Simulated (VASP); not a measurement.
# Sb (C2/m) in VASP: further runs, part 3 of 3

VASP 6.6.1. The steps go on from the part before.

**5. Electric field gradients, PBE (equal xy, yz and zx shear strains of -3 %)**

INCAR

```
SYSTEM = Sb
ALGO     = Normal         ! electronic algorithm
EDIFF    = 1E-8           ! SCF threshold, eV
ENCUT    = 400            ! plane-wave cutoff, eV
GGA      = PE             ! functional
GGA_COMPAT= .False.      
ISIF     = 2              ! what is computed and relaxed
ISMEAR   = -1             ! smearing method
LASPH    = .True.         ! aspherical terms in the spheres
LCHARG   = .False.        ! write CHGCAR
LEFG     = .True.       
LREAL    = .False.        ! projectors in reciprocal space
LWAVE    = .False.        ! write WAVECAR
NBANDS   = 8              ! bands
NELM     = 120            ! most SCF steps
PREC     = Accurate       ! precision mode
SIGMA    = 0.05           ! smearing width, eV
```

KPOINTS

```
k-points
0
Gamma
  19 19 19
  0 0 0
```

POSCAR

```
Sb
1.0
   -1.5647750000      1.4903750000      2.4800000000
    1.4903750000     -1.5647750000      2.4800000000
    1.5196250000      1.5196250000     -2.5251500000
Sb
1
Direct
    0.0000000000      0.0000000000      0.0000000000
```

Potentials or basis: VASP PAW PBE potentials, release 64 (Sb).

The run is started by

```
> cat potpaw_PBE.64/Sb/POTCAR > POTCAR
> mpirun -np 1 vasp_std > vasp.out
```

OUTCAR:

```text
SYSTEM = Sb
   EDIFF = 1E-8
   ENCUT = 400
   GGA = PE
   ISIF = 2
   ISMEAR = -1
   LASPH = .True.
   LREAL = .False.
   NELM = 120
   PREC = Accurate

 ion  position               nearest neighbor table
   1  0.000  0.000  0.000-

  Warning from LATTYP: Got some problem with cell dimensions!
  Tried to take original basis but could not verify dimensions!
  LATTYP: Found a base centered monoclinic cell.
 ALAT       =     4.1939033292
 B/A-ratio  =     1.0302179678
 C/A-ratio  =     0.7579977273
 COS(beta)  =    -0.6262903113

  Lattice vectors:

 A1 = (  -3.0100000000,   0.0451500000,   0.0451500000)
 A2 = (   0.0451500000,  -3.0100000000,   0.0451500000)
 A3 = (   1.4452250000,   1.4452250000,   2.4348500000)

Analysis of symmetry for initial positions (statically):
=====================================================================
 Subroutine PRICEL returns:
 Original cell was already a primitive cell.

 Routine SETGRP: Setting up the symmetry group for a
 base centered monoclinic supercell.

 Subroutine GETGRP returns: Found  4 space group operations
 (whereof  4 operations were pure point group operations)
 out of a pool of  4 trial point group operations.

The static configuration has the point symmetry C_2h.

Analysis of symmetry for dynamics (positions and initial velocities):
=====================================================================
 Subroutine PRICEL returns:
 Original cell was already a primitive cell.

 Routine SETGRP: Setting up the symmetry group for a
 base centered monoclinic supercell.

 Subroutine GETGRP returns: Found  4 space group operations
 (whereof  4 operations were pure point group operations)
 out of a pool of  4 trial point group operations.

The dynamic configuration has the point symmetry C_2h.

 Subroutine INISYM returns: Found  4 space group operations
 (whereof  4 operations are pure point group operations),
 and found     1 'primitive' translations

----------------------------------------------------------------------------------------

                                     Primitive cell

  volume of cell :      22.4537

  direct lattice vectors                    reciprocal lattice vectors
    -1.564775000  1.490375000  2.480000000     0.008133241  0.335449412  0.206766643
     1.490375000 -1.564775000  2.480000000     0.335449412  0.008133241  0.206766643
     1.519625000  1.519625000 -2.525150000     0.337439352  0.337439352  0.010123181

  length of vectors
     3.289397884  3.289397884  3.315856270     0.394138177  0.394138177  0.477318668

  position of ions in fractional coordinates (direct lattice)
     0.000000000  0.000000000  0.000000000

  ion indices of the primitive-cell ions
   primitive index   ion index
                 1           1

----------------------------------------------------------------------------------------

 KPOINTS: k-points

Automatic generation of k-mesh.
 Grid dimensions read from file:
 generate k-points for:   19   19   19

[... 70 lines left out ...]
   ISYM   =      2    0-nonsym 1-usesym 2-fastsym
   POTIM  = 0.5000    time-step for ionic-motion
   TEBEG  =    0.0;   TEEND  =   0.0 temperature during run
   PSTRESS=    0.0 pullay stress
   NELECT =       5.0000    total number of electrons
   NUPDOWN=      -1.0000    fix difference up-down
   EMIN   =  10.00;   EMAX   =-10.00  energy-range for DOS
   EFERMI =   0.00;   METHOD = LEGACY
   ISMEAR =    -1;   SIGMA  =   0.05  broadening in eV -4-tet -1-fermi 0-gaus
   EFERMI_NEDOS =   21; number of points for ismear=-14 and -15
   IALGO  =     38    algorithm
   IMIX   =      4    mixing-type and parameters
     AMIX     =   0.40;   BMIX     =  1.00
     AMIX_MAG =   1.60;   BMIX_MAG =  1.00
  volume/ion in A,a.u.               =      22.45       151.53
  Fermi-wavevector in a.u.,A,eV,Ry     =   0.992283  1.875142 13.396631  0.984625
  Thomas-Fermi vector in A             =   2.124083
   LORBIT       =      0    0 simple, 1 ext, 2 COOP (PROOUT), +10 PAW based schemes
   GGA     = PE    functional components
   LHFCALC =     F    Hartree Fock is set to
   AEXX    =    0.0000 exact exchange contribution
   IVDW    =     0    specifies the selected vdW correction
   LEPSILON=     F    determine dielectric tensor
   LRPA    =     F    only Hartree local field effects (RPA)
 non-spin polarized calculation
  energy-cutoff  :      400.00
  volume of cell :       22.45
 maximum number of plane-waves:       421
 NGX is ok and might be reduce to    24
   NGX = 11   NGY = 11   NGZ = 11

 number of electron       5.0000000 magnetization

 Free energy of the ion-electron system (eV)
  ---------------------------------------------------
  ext. energy  EPLUGINS =         0.00000000
  ---------------------------------------------------
  free energy    TOTEN  =        -3.58591130 eV

  energy without entropy =       -3.58060315  energy(sigma->0) =       -3.58325722

 E-fermi :  11.1379     XC(G=0): -11.0410

 val. band max:       11.1377739172   @ k =  -0.1579  -0.4211   0.3684
 cond. band min:      11.1407651771   @ k =  -0.2105   0.1053   0.1579
 fundamental gap:      0.0029912599
 Fermi energy:        11.1378735604

 k-point     1 :       0.0000    0.0000    0.0000
  band No.  band energies     occupation
      1      -3.4153      2.00000
      2      17.3127      0.00000
      3      17.8598      0.00000
      4      18.1600      0.00000
      5      21.0441      0.00000
      6      21.6615      0.00000
      7      22.0746      0.00000
      8      22.5339      0.00000
[... 243 lines left out ...]
 k-point    24 :      -0.2632    0.0526   -0.0000
  band No.  band energies     occupation
      1      -1.8739      2.00000
      2      10.8562      1.99287
      3      14.5921      0.00000
      4      16.9365      0.00000
      5      19.2706      0.00000
      6      21.4653      0.00000
      7      22.6451      0.00000
      8      24.2912      0.00000

 [... further k-points ...]

------------------------ aborting loop because EDIFF is reached ----------------------------------------

  FORCE on cell =-STRESS in cart. coord.  units (eV):
  Direction    XX          YY          ZZ          XY          YZ          ZX
  --------------------------------------------------------------------------------------
  -------------------------------------------------------------------------------------
  Total        2.7790374      2.7790374      2.6000072     -0.1301733      0.0093345      0.0093345
  in kB      198.2971578    198.2971578    185.5225247     -9.2884629      0.6660614      0.6660605
  external PRESSURE =     194.0389467 kB  Pullay stress =       0.0000000 kB

 VOLUME and BASIS-vectors are now :
 -----------------------------------------------------------------------------
  energy-cutoff  :      400.00
  volume of cell :       22.45
      direct lattice vectors                 reciprocal lattice vectors
    -1.564775000  1.490375000  2.480000000     0.008133241  0.335449412  0.206766643
     1.490375000 -1.564775000  2.480000000     0.335449412  0.008133241  0.206766643
     1.519625000  1.519625000 -2.525150000     0.337439352  0.337439352  0.010123181

 POSITION                                       TOTAL-FORCE (eV/Angst)
 -----------------------------------------------------------------------------------
      0.00000      0.00000      0.00000        -0.000000      0.000000      0.000000
 -----------------------------------------------------------------------------------
    total drift:                                0.000000      0.000000     -0.000000

  FREE ENERGIE OF THE ION-ELECTRON SYSTEM (eV)
  ---------------------------------------------------
  free  energy   TOTEN  =        -3.5859112974 eV

  energy  without entropy=       -3.5806031484  energy(sigma->0) =       -3.58325722

 Electric field gradients (V/A^2)
---------------------------------------------------------------------
 ion       V_xx      V_yy      V_zz      V_xy      V_xz      V_yz
---------------------------------------------------------------------
   1     -14.151   -14.151    28.303    -0.113    11.690    11.690
---------------------------------------------------------------------

 Electric field gradients after diagonalization (V/A^2)
 (convention: |V_zz| > |V_xx| > |V_yy|)
----------------------------------------------------------------------
 ion       V_xx      V_yy      V_zz     asymmetry (V_yy - V_xx)/ V_zz
----------------------------------------------------------------------
   1     -19.931   -14.038    33.969       0.173
----------------------------------------------------------------------

           NMR quadrupolar parameters

 Cq : quadrupolar parameter    Cq=e*Q*V_zz/h
 eta: asymmetry parameters     (V_yy - V_xx)/ V_zz
 Q  : nuclear electric quadrupole moment in mb (millibarn)
----------------------------------------------------------------------
 ion       Cq(MHz)       eta       Q (mb)
----------------------------------------------------------------------
   1       0.082       0.173       1.000
----------------------------------------------------------------------
```

Run time: 2.4 min. Hardware: 1 thread of Oxide Virtual Turin-like, shared host; peak memory 0.29 GiB.

Results:

```yaml
Free_energy: -3.5859 eV
Pressure: 19.4 GPa
Band_gap_on_the_k_mesh: zero (an odd number of electrons rules out a gap without spin polarisation)
Largest_electric_field_gradient_by_atom: Sb +34.0 V/Å²
```

Stress tensor (GPa, compression positive):
```
19.83 -0.93  0.07
-0.93 19.83  0.07
 0.07  0.07 18.55
```

Electric field gradients, principal values (V/Å²):
```
atom    least   middle  greatest (by size)
1 Sb  -14.038  -19.931              33.969
```

Caveat: the cell differs from its parent crystal (equal xy, yz and zx shear strains of -3 %); the cell stands under pressure; without QUAD_EFG the Cq values of the log hold for a quadrupole moment of 1 mb, not for the nuclei; spin-orbit coupling is left out, which moves the levels of the heavy elements; an odd number of electrons without spin polarisation forces a metal; a magnetic or distorted state may lie lower.

**6. Overview**

```tsv
cell	cutoff (eV)	gap on the mesh (eV)	pressure (GPa)
a = 3.248, b = 3.248, c = 3.220 Å, angles 124.5, 124.5, 80.4°, 1 atom	520	none	19.4
a = 3.289, b = 3.289, c = 3.316 Å, angles 125.8, 125.8, 82.1°, 1 atom	520	none	19.4
a = 3.275, b = 3.275, c = 3.284 Å, angles 125.4, 125.4, 81.6°, 1 atom	520	none	19.2
a = 3.289, b = 3.289, c = 3.316 Å, angles 125.8, 125.8, 82.1°, 1 atom	400	none	19.4
```

Alike in all rows: task electric field gradients; level PBE; potentials or basis VASP PAW PBE potentials, release 64 (Sb); no spin polarisation; k mesh 19 × 19 × 19; smearing fermi-dirac 0.05 eV.

Caveats: the cell stands under pressure; spin-orbit coupling is left out, which moves the levels of the heavy elements; an odd number of electrons without spin polarisation forces a metal; a magnetic or distorted state may lie lower.

Total energies depend on the potentials used, so only differences within one code and one set of settings carry meaning.
